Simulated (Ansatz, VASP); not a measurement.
# P: VASP beside Ansatz

The input POSCAR:

```
P
1.0
    2.4246941115      0.0000000000      0.0000000000
    0.0000000000      2.4385351442      0.0000000000
   -0.0203144631      0.0000000000      4.8524328982
P
2
Direct
    0.0000000300      0.0000000000      0.7494253600
    0.9999999700      0.0000000000      0.2505746400
```

File INCAR.step1:

```
ALGO = Normal
EDIFF = 1E-5
ENCUT = 520
GGA = PE
ISIF = 2
ISMEAR = -1
LASPH = T
LCHARG = F
LREAL = F
LWAVE = T
NBANDS = 12
NELM = 80
PREC = Accurate
SIGMA = 0.05
```

Contents of INCAR.step2:

```
AEXX = 0.15
ALGO = Normal
EDIFF = 1E-7
ENCUT = 520
GGA = PE
HFSCREEN = 0.2
ISIF = 2
ISMEAR = -1
ISTART = 1
LASPH = T
LCHARG = F
LHFCALC = T
LREAL = F
LWAVE = F
NBANDS = 12
NELM = 80
PREC = Accurate
PRECFOCK = Normal
SIGMA = 0.05
```

KPOINTS

```
k-points
0
Gamma
  6 6 3
```

Contents of input.yaml:

```yaml
crystal:
  lattice:
    - [2.4246941115, 0.0, 0.0]
    - [0.0, 2.4385351442, 0.0]
    - [-0.0203144631, 0.0, 4.8524328982]
  atoms:
    - { symbol: P, position: [3.0e-08, 0.0, 0.74942536] }
    - { symbol: P, position: [0.99999997, 0.0, 0.25057464] }
hamiltonian:
  xc: { exchange: pbe, correlation: pbe, exx: { coeff: 0.15, omega: 0.2 } }
  pseudopotentials: { kind: paw }
kpoints:
  mp_grid: { grid: [6, 6, 3] }
scf:
  occupations: { method: fermi_dirac, width: 0.05 }
output:
  forces: true
  stress: true
  eigenvalues: true
```

Alike in both runs: task single point; functional PBE-based screened hybrid; k mesh 6 × 6 × 3; occupations fermi-dirac, width 0.05 eV; no spin polarisation.

|  | VASP | Ansatz |
| --- | --- | --- |
| version | VASP 6.6.1 | Ansatz 0.2.0 |
| potentials or method | VASP PAW PBE potentials, release 64 (P) | Ansatz PAW |
| plane-wave cutoff (eV) | 520 | 420 |
| valence electrons in the cell | 10 | 10 |

Ansatz gave:

```
gap on the k mesh at the Fermi level (eV)                     : none
pressure (GPa)                                                : -0.2
traceless stress, the component that is largest in VASP (GPa) : 0.93
rms of the force components (eV/Å)                            : 0.012
```

Q: Estimate VASP's values.

A: gap on the k mesh at the Fermi level (eV): none; pressure (GPa): -0.8; traceless stress, the component that is largest in VASP (GPa): 0.98; rms of the force components (eV/Å): 0.011.

VASP's potentials were made for PBE, not for PBE-based screened hybrid. Atom by atom the forces differ by 0.001 eV/Å (rms over components). A gap of «none» marks a metal or a gap that the smearing closes.

The k mesh is coarse, so the values compare programs but aren't converged.
